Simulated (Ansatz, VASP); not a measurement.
# Si4O7: VASP beside Ansatz

```
Si O
1.0
     5.02807    0.00000    0.00000
     0.00000    5.02807    0.00000
     0.00000    0.00000    7.00887
Si O
4 7
Cartesian
  1.4987 1.4987 0.0000
  1.0153 4.0127 1.7522
  3.5294 3.5294 3.5044
  4.0127 1.0153 5.2567
  2.0014 3.7186 3.0024
  3.8235 4.5154 4.7547
  3.0267 1.3095 6.5069
  3.7186 2.0014 4.0064
  4.5154 3.8235 2.2542
  1.2214 0.1336 1.1304
  0.5126 1.2045 5.7587
```

Change from the starting cell: O vacancy; atom 10 moved 1.125 of the way to it and -0.225 Å across, host rigid.

Alike in both runs: task single point; functional PBEsol; k mesh 4 × 4 × 4; occupations gaussian, width 0.05 eV; no spin polarisation.

|  | VASP | Ansatz |
| --- | --- | --- |
| version | VASP 6.6.1 | Ansatz 0.2.0 |
| potentials or method | VASP PAW PBE potentials, release 64 (Si, O), cutoff 520 eV | scalar-relativistic, plane waves, PAW |
| valence electrons in the cell | 58 | 58 |

|  | VASP | Ansatz | Ansatz less VASP |
| --- | --- | --- | --- |
| gap on the k mesh at the Fermi level (eV) | 3.27 | 3.27 | 0.000 |
| least direct gap on the mesh (eV) | 3.32 | 3.32 | -0.001 |
| pressure (GPa) | 7.3 | 7.1 | -0.15 |
| traceless stress, the component that is largest in VASP (GPa) | -12.09 | -12.21 | -0.121 |
| rms of the force components (eV/Å) | 5.519 | 5.585 | +0.0660 |

VASP's potentials were made for PBE, not for PBEsol, and Ansatz warns of the same on its side. Atom by atom the forces differ by 0.077 eV/Å (rms over components).
